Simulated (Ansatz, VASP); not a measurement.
## Re in VASP and in Ansatz

File INCAR:

```
SYSTEM = Re
PREC = Accurate
ENCUT = 600
EDIFF = 1E-6
ISMEAR = -1
SIGMA = 0.03
LREAL = .FALSE.
LASPH = .TRUE.
NELM = 120
ALGO = Normal
ISIF = 2
LWAVE = .FALSE.
LCHARG = .TRUE.
LELF = .TRUE.
LVHAR = .TRUE.
NBANDS = 10
GGA_COMPAT = .FALSE.
```

The input KPOINTS:

```
regular mesh
0
G
  14 14 14
  0 0 0
```

File POSCAR:

```
Re
1.0
    0.0000000000      2.0137353243      2.0137353243
    2.0137353243      0.0000000000      2.0137353243
    2.0137353243      2.0137353243      0.0000000000
Re
1
Direct
    0.0000000000      0.0000000000      0.0000000000
```

Input for Ansatz:

```yaml
crystal:
  lattice:
    - [0.0, 2.0137353243, 2.0137353243]
    - [2.0137353243, 0.0, 2.0137353243]
    - [2.0137353243, 2.0137353243, 0.0]
  atoms:
    - { symbol: Re, position: [0.0, 0.0, 0.0] }
kpoints:
  mp_grid: { grid: [14, 14, 14] }
scf:
  occupations: { method: fermi_dirac, width: 0.03 }
hamiltonian:
  xc: lda
  pseudopotentials: { kind: all_electron, lapw: { basis_error: 0.001 } }
output:
  forces: true
  stress: true
  eigenvalues: true
```

Change from the starting cell: volume scaled by 1.06.

Alike in both runs: task single point; functional LDA; k mesh 14 × 14 × 14; occupations fermi-dirac, width 0.03 eV; no spin polarisation.

|  | VASP | Ansatz |
| --- | --- | --- |
| version | VASP 6.6.1 | Ansatz 0.2.0 |
| potentials or method | VASP PAW LDA potentials, release 64 (Re), cutoff 600 eV | all-electron LAPW, scalar-relativistic |

Ansatz gave:

```
pressure (GPa) : -38.4
```

Task: What did VASP give for the same quantities?

Result: Pressure (GPa): -38.2.

LDA's correlation is that of Perdew and Zunger in VASP and of Perdew and Wang (1992) in Ansatz. Both programs put the cell under strong tension, so it lies far from rest at this level. Ansatz ran all-electron here, and VASP with PAW potentials.

Spin-orbit coupling is off throughout. Noted on VASP's run: the cell as given lies far from equilibrium.
